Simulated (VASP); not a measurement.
# SnO2 (I4_1/amd) in VASP: single point with LDA

Aim: the single point of SnO2 with LDA.

All numbers are computed with VASP 6.6.1; they aren't measurements. Logs are shortened: lines on timing, memory, paths and dates and some standing lists are left out, and cuts for length are marked.

### Step 1. The cell of the first run

It takes space group I4_1/amd (No. 141, tetragonal). The conventional cell has a = 4.000 Å, b = 4.000 Å, c = 10.247 Å, α = 90.00°, β = 90.00°, γ = 90.00°. Within 2.7 Å of Sn (site symmetry -4m2) lie 6 O at 2.06 to 2.09 Å. Within 2.7 Å of O (site symmetry 2mm) lie 3 Sn at 2.06 to 2.09 Å and 2 O at 2.57 Å.

### Step 2. Single point, LDA

Input file POSCAR:

```
SnO2
1.0
   -2.0000700000      2.0000700000      5.1236800000
    2.0000700000     -2.0000700000      5.1236800000
    2.0000700000      2.0000700000     -5.1236800000
Sn O
2 4
Direct
    0.7500000000      0.2500000000      0.5000000000
    0.0000000000      0.0000000000      0.0000000000
    0.7965200000      0.7965200000      0.0000000000
    0.9534800000      0.4534800000      0.5000000000
    0.2034800000      0.2034800000      0.0000000000
    0.5465200000      0.0465200000      0.5000000000
```

Input file INCAR.step1:

```
  ALGO = Normal
  EDIFF = 1E-6
  ENCUT = 520
  GGA_COMPAT = False
  ISIF = 2
  ISMEAR = 0
  LASPH = True
  LCHARG = True
  LORBIT = 11
  LREAL = False
  LWAVE = False
  NBANDS = 35
  NEDOS = 2001
  NELM = 120
  PREC = Accurate
  SIGMA = 0.01
```

Input file KPOINTS.step1:

```
k-points
0
Gamma
  6 6 6
```

Input file INCAR.step2:

```
  ALGO = Normal
  EDIFF = 1E-6
  ENCUT = 520
  GGA_COMPAT = False
  ICHARG = 11
  ISIF = 2
  ISMEAR = -5
  LASPH = True
  LCHARG = False
  LORBIT = 10
  LREAL = False
  LWAVE = False
  NBANDS = 35
  NEDOS = 2001
  NELM = 120
  PREC = Accurate
  SIGMA = 0.01
```

Input file KPOINTS.step2:

```
k-points
0
Gamma
  9 9 9
```

Potentials or basis: VASP PAW LDA potentials, release 64 (Sn_d, O).

Run with:

```console
> cat potpaw_LDA.64/Sn_d/POTCAR potpaw_LDA.64/O/POTCAR > POTCAR
> cp INCAR.step1 INCAR
> cp KPOINTS.step1 KPOINTS
> mpirun -np 1 vasp_std > vasp.out
> cp INCAR.step2 INCAR
> cp KPOINTS.step2 KPOINTS
> mpirun -np 1 vasp_std > vasp.out
```

OUTCAR:

```text
EDIFF = 1E-6
   ENCUT = 520
   ICHARG = 11
   ISIF = 2
   ISMEAR = -5
   LASPH = True
   LORBIT = 10
   LREAL = False
   NELM = 120
   PREC = Accurate

 ion  position               nearest neighbor table
   1  0.750  0.250  0.500-   3 2.06   5 2.06   3 2.06   5 2.06   4 2.09   6 2.09   2 3.25   2 3.25
                             2 3.25   2 3.25
   2  0.000  0.000  0.000-   6 2.06   4 2.06   6 2.06   4 2.06   3 2.09   5 2.09   1 3.25   1 3.25
                             1 3.25   1 3.25
   3  0.797  0.797  0.000-   1 2.06   1 2.06   2 2.09
   4  0.953  0.453  0.500-   2 2.06   2 2.06   1 2.09
   5  0.203  0.203  0.000-   1 2.06   1 2.06   2 2.09
   6  0.547  0.047  0.500-   2 2.06   2 2.06   1 2.09

  LATTYP: Found a body centered tetragonal cell.
 ALAT       =     4.0001400000
 C/A-ratio  =     2.5617503387

  Lattice vectors:

 A1 = (  -2.0000700000,   2.0000700000,   5.1236800000)
 A2 = (   2.0000700000,  -2.0000700000,   5.1236800000)
 A3 = (   2.0000700000,   2.0000700000,  -5.1236800000)

Analysis of symmetry for initial positions (statically):
=====================================================================
 Subroutine PRICEL returns:
 Original cell was already a primitive cell.

 Routine SETGRP: Setting up the symmetry group for a
 body centered tetragonal supercell.

 Subroutine GETGRP returns: Found 16 space group operations
 (whereof  8 operations were pure point group operations)
 out of a pool of 16 trial point group operations.

The static configuration has the point symmetry D_2d.
 The point group associated with its full space group is D_4h.

Analysis of symmetry for dynamics (positions and initial velocities):
=====================================================================
 Subroutine PRICEL returns:
 Original cell was already a primitive cell.

 Routine SETGRP: Setting up the symmetry group for a
 body centered tetragonal supercell.

 Subroutine GETGRP returns: Found 16 space group operations
 (whereof  8 operations were pure point group operations)
 out of a pool of 16 trial point group operations.

The dynamic configuration has the point symmetry D_2d.
 The point group associated with its full space group is D_4h.

 Subroutine INISYM returns: Found 16 space group operations
 (whereof  8 operations are pure point group operations),
 and found     1 'primitive' translations

----------------------------------------------------------------------------------------

                                     Primitive cell

  volume of cell :      81.9846

  direct lattice vectors                    reciprocal lattice vectors
    -2.000070000  2.000070000  5.123680000     0.000000000  0.249991250  0.097586110
     2.000070000 -2.000070000  5.123680000     0.249991250  0.000000000  0.097586110
     2.000070000  2.000070000 -5.123680000     0.249991250  0.249991250  0.000000000

  length of vectors
     5.852576933  5.852576933  5.852576933     0.268362952  0.268362952  0.353541017

  position of ions in fractional coordinates (direct lattice)
     0.750000000  0.250000000  0.500000000
     0.000000000  0.000000000  0.000000000
     0.796520000  0.796520000  0.000000000
     0.953480000  0.453480000  0.500000000
     0.203480000  0.203480000  0.000000000
     0.546520000  0.046520000  0.500000000

  ion indices of the primitive-cell ions
   primitive index   ion index
                 1           1
                 2           2
                 3           3
                 4           4
                 5           5
                 6           6

----------------------------------------------------------------------------------------

 KPOINTS: k-points

Automatic generation of k-mesh.
 Grid dimensions read from file:
 generate k-points for:    9    9    9

 Generating k-lattice:

  Cartesian coordinates                     Fractional coordinates (reciprocal lattice)
     0.000000000  0.027776806  0.010842901     0.111111111  0.000000000 -0.000000000
     0.027776806  0.000000000  0.010842901     0.000000000  0.111111111 -0.000000000
     0.027776806  0.027776806  0.000000000     0.000000000  0.000000000  0.111111111

  Length of vectors
     0.029818106  0.029818106  0.039282335

  Shift w.r.t. Gamma in fractional coordinates (k-lattice)
     0.000000000  0.000000000  0.000000000

 TETIRR: Found    939 inequivalent tetrahedra from     4374

 Subroutine IBZKPT returns following result:
 ===========================================

 Found     75 irreducible k-points:

 Following reciprocal coordinates:
            Coordinates               Weight
  0.000000  0.000000  0.000000      1.000000
  0.111111  0.000000  0.000000      8.000000
  0.222222  0.000000  0.000000      8.000000
  0.333333 -0.000000  0.000000      8.000000
  0.444444  0.000000  0.000000      8.000000
  0.111111  0.111111  0.000000      8.000000
[... 16 lines left out ...]
 -0.333333  0.333333  0.000000      4.000000
  0.444444  0.444444  0.000000      8.000000
 [... further k-points ...]
   k-points           NKPTS =     75   k-points in BZ     NKDIM =     75   number of bands    NBANDS=     35
   number of dos      NEDOS =   2001   number of ions     NIONS =      6
   total plane-waves  NPLWV = 110592
   dimension x,y,z NGX =    48 NGY =   48 NGZ =   48
   dimension x,y,z NGXF=    96 NGYF=   96 NGZF=   96
   ions per type =               2   4
   NGX,Y,Z   is equivalent  to a cutoff of  13.63, 13.63, 13.63 a.u.
   NGXF,Y,Z  is equivalent  to a cutoff of  27.27, 27.27, 27.27 a.u.
 SYSTEM =  unknown system
   PREC   = accura    normal or accurate (medium, high low for compatibility)
   ISTART =      0    job   : 0-new  1-cont  2-samecut
   ICHARG =     11    charge: 1-file 2-atom 10-const
   ISPIN  =      1    spin polarized calculation?
   LNONCOLLINEAR =      F non collinear calculations
   LSORBIT =      F    spin-orbit coupling
   LASPH  =      T    aspherical Exc in radial PAW
   ENCUT  =  520.0 eV  38.22 Ry    6.18 a.u.  10.88 10.88 10.88*2*pi/ulx,y,z
   NELM   =    120;   NELMIN=  2; NELMDL=  0     # of ELM steps
   EDIFF  = 0.1E-05   stopping-criterion for ELM
   LREAL  =      F    real-space projection
   EDIFFG = 0.1E-04   stopping-criterion for IOM
   NSW    =      0    number of steps for IOM
   IBRION =     -1    ionic relax: 0-MD 1-quasi-New 2-CG
   NFREE  =      0    steps in history (QN), initial steepest desc. (CG)
   ISIF   =      2    stress and relaxation
   ISYM   =      2    0-nonsym 1-usesym 2-fastsym
   POTIM  = 0.5000    time-step for ionic-motion
   TEBEG  =    0.0;   TEEND  =   0.0 temperature during run
   PSTRESS=    0.0 pullay stress
   NELECT =      52.0000    total number of electrons
   NUPDOWN=      -1.0000    fix difference up-down
   EMIN   =  10.00;   EMAX   =-10.00  energy-range for DOS
   EFERMI =   0.00;   METHOD = LEGACY
   ISMEAR =    -5;   SIGMA  =   0.01  broadening in eV -4-tet -1-fermi 0-gaus
   EFERMI_NEDOS =   21; number of points for ismear=-14 and -15
   IALGO  =     38    algorithm
   IMIX   =      4    mixing-type and parameters
     AMIX     =   0.40;   BMIX     =  1.00
     AMIX_MAG =   1.60;   BMIX_MAG =  1.00
  volume/ion in A,a.u.               =      13.66        92.21
  Fermi-wavevector in a.u.,A,eV,Ry     =   1.406582  2.658055 26.918770  1.978474
  Thomas-Fermi vector in A             =   2.528928
   LORBIT       =     10    0 simple, 1 ext, 2 COOP (PROOUT), +10 PAW based schemes
   GGA     = CA    functional components
   LHFCALC =     F    Hartree Fock is set to
   AEXX    =    0.0000 exact exchange contribution
   IVDW    =     0    specifies the selected vdW correction
   LEPSILON=     F    determine dielectric tensor
   LRPA    =     F    only Hartree local field effects (RPA)
 non-spin polarized calculation
 Fermi weights with tetrahedron method with Bloechl corrections
  energy-cutoff  :      520.00
  volume of cell :       81.98
 maximum number of plane-waves:      2242
 NGX is ok and might be reduce to    48

 number of electron      52.0000007 magnetization

 Free energy of the ion-electron system (eV)
  ---------------------------------------------------
  ext. energy  EPLUGINS =         0.00000000
  ---------------------------------------------------
  free energy    TOTEN  =       -41.72656868 eV

  energy without entropy =      -41.72656868  energy(sigma->0) =      -41.72656868

 E-fermi :   3.7674     XC(G=0): -10.8687

 val. band max:        3.7537289341   @ k =   0.4444   0.3333   0.1111
 cond. band min:       5.2718502456   @ k =   0.0000   0.0000   0.0000
 fundamental gap:      1.5181213115
 Fermi energy:         3.7674351055

 k-point     1 :       0.0000    0.0000    0.0000
  band No.  band energies     occupation
      1     -16.5553      2.00000
      2     -16.5389      2.00000
      3     -16.4088      2.00000
      4     -15.8650      2.00000
      5     -15.7475      2.00000
      6     -15.7475      2.00000
[... 27 lines left out ...]
     34      15.8821      0.00000
     35      15.9024      0.00000

 k-point     2 :       0.1111    0.0000    0.0000
  band No.  band energies     occupation
      1     -16.5806      2.00000
      2     -16.4733      2.00000
      3     -16.3915      2.00000
      4     -15.8689      2.00000
      5     -15.7505      2.00000
      6     -15.7449      2.00000
[... 27 lines left out ...]
     34      15.3387      0.00000
     35      15.6745      0.00000
[... 796 lines left out ...]
     34      14.3532      0.00000
     35      15.4494      0.00000

 k-point    24 :       0.4444    0.4444    0.0000
  band No.  band energies     occupation
      1     -16.2635      2.00000
      2     -16.2465      2.00000
      3     -15.9061      2.00000
      4     -15.8910      2.00000
      5     -15.7459      2.00000
      6     -15.7269      2.00000
[... 27 lines left out ...]
     34      15.0000      0.00000
     35      16.0829      0.00000

 [... further k-points ...]
[... 5 lines left out ...]
  --------------------------------------------------------------------------------------
  -------------------------------------------------------------------------------------
  Total       -1.4014517     -1.4014517     -1.8789810      0.0000000     -0.0000000      0.0000000
  in kB      -27.3877495    -27.3877495    -36.7198235      0.0000000     -0.0000000      0.0000000
  external PRESSURE =     -30.4984408 kB  Pullay stress =       0.0000000 kB

 VOLUME and BASIS-vectors are now :
 -----------------------------------------------------------------------------
  energy-cutoff  :      520.00
  volume of cell :       81.98
      direct lattice vectors                 reciprocal lattice vectors
    -2.000070000  2.000070000  5.123680000     0.000000000  0.249991250  0.097586110
     2.000070000 -2.000070000  5.123680000     0.249991250  0.000000000  0.097586110
     2.000070000  2.000070000 -5.123680000     0.249991250  0.249991250  0.000000000

 POSITION                                       TOTAL-FORCE (eV/Angst)
 -----------------------------------------------------------------------------------
      0.00000      2.00007      2.56184        -0.000000     -0.000000      0.000000
      0.00000      0.00000      0.00000        -0.000000     -0.000000      0.000000
      0.00000      0.00000      8.16223        -0.000000      0.000000      0.158964
      0.00000      2.00007      4.64697         0.000000     -0.000000     -0.158964
      0.00000      0.00000      2.08513        -0.000000      0.000000     -0.158964
      0.00000      2.00007      0.47671         0.000000     -0.000000      0.158964
 -----------------------------------------------------------------------------------
    total drift:                               -0.000000      0.000000      0.000000

  FREE ENERGIE OF THE ION-ELECTRON SYSTEM (eV)
  ---------------------------------------------------
  free  energy   TOTEN  =       -41.7265686846 eV

  energy  without entropy=      -41.7265686846  energy(sigma->0) =      -41.72656868

 total charge

# of ion       s       p       d       tot
------------------------------------------
    1        0.895   1.102  10.366  12.362
    2        0.895   1.102  10.366  12.362
    3        1.550   3.476   0.000   5.026
    4        1.550   3.476   0.000   5.026
    5        1.550   3.476   0.000   5.026
    6        1.550   3.476   0.000   5.026
--------------------------------------------------
tot          7.991  16.108  20.732  44.831
```

Run time: 13 min. Hardware: 1 thread of Intel Xeon 8259CL, shared host; peak memory 0.34 GiB.

Results:

```yaml
Valence_electrons_inside_the_program's_atomic_spheres: Sn 12.36; O 5.03
```

Caveat: spin-orbit coupling is left out, which moves the levels of the heavy elements.
